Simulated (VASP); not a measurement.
**Cu: single point with SVWN5**

The system is Cu.

```
Cu
1.0
     0.00000    1.84295    1.84295
     1.84295    0.00000    1.84295
     1.84295    1.84295    0.00000
Cu
1
Direct
  0.00000 0.00000 0.00000
```

```yaml
Program: VASP 6.6.1
Task: single point
Functional: SVWN5
Potentials_or_basis: VASP PAW PBE potentials, release 64 (Cu)
Cutoff: 600 eV
k_mesh: 13 × 13 × 13
Occupations: fermi-dirac, width 0.05 eV
Spin: no spin polarisation
```

```
Pressure               : -18.2 GPa
Band gap on the k mesh : zero (an odd number of electrons rules out a gap without spin polarisation)
```

Levels at points of the mesh, in eV from the Fermi level:
| k point | band 2 | band 3 | band 4 | band 5 | band 6 | band 7 | band 8 | band 9 | band 10 | band 11 |
| --- | --- | --- | --- | --- | --- | --- | --- | --- | --- | --- |
| (0.00, 0.00, 0.00) | -3.04 | -3.04 | -3.04 | -2.28 | -2.28 | 22.11 | 24.08 | 24.08 | 24.08 | 26.60 |

It took 6.2 s on 1 thread of Intel(R) Xeon(R) 6975P-C (Granite Rapids), on a shared host, peak memory 0.13 GiB.

Caveat: the cell stands under tension; the PAW data sets were made with another functional, which shifts forces and pressure a little.
